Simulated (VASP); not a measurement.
Wanted: the native input for a VASP 6.6.1 run.

* Task: single point
* Functional: LDA
* Potentials or basis: VASP PAW LDA potentials, release 64 (Al)
* Cutoff: 520 eV
* k mesh: 22 × 22 × 22
* Occupations: fermi-dirac, width 0.1 eV
* Spin: no spin polarisation
* Dipole correction: no
* Further INCAR settings: ALGO = Normal; EDIFF = 1e-06; NBANDS = 8

The structure of Al lies in POSCAR:

```
Al
1.0
    0.0000000000      1.9916090289      1.9916090289
    1.9916090289      0.0000000000      1.9916090289
    1.9916090289      1.9916090289      0.0000000000
Al
1
Direct
    0.0000000000      0.0000000000      0.0000000000
```

The input as run:

INCAR

```
SYSTEM = Al
PREC = Accurate
ENCUT = 520
EDIFF = 1E-6
ISMEAR = -1
SIGMA = 0.1
LREAL = .False.
LASPH = .True.
NELM = 80
ALGO = Normal
ISIF = 2
LWAVE = .False.
LCHARG = .False.
NBANDS = 8
```

KPOINTS

```
regular mesh
0
Gamma
  22 22 22
  0 0 0
```

Potentials or basis: VASP PAW LDA potentials, release 64 (Al).

Command:

```sh
$ cat potpaw_LDA.64/Al/POTCAR > POTCAR
$ mpirun -np 1 vasp_std > vasp.out
```

It gave:

The pressure is 0.1 GPa.

It took 39 s on 1 thread of AMD EPYC 7R13 Processor (Zen 3) (shared host), peak memory 0.12 GiB.
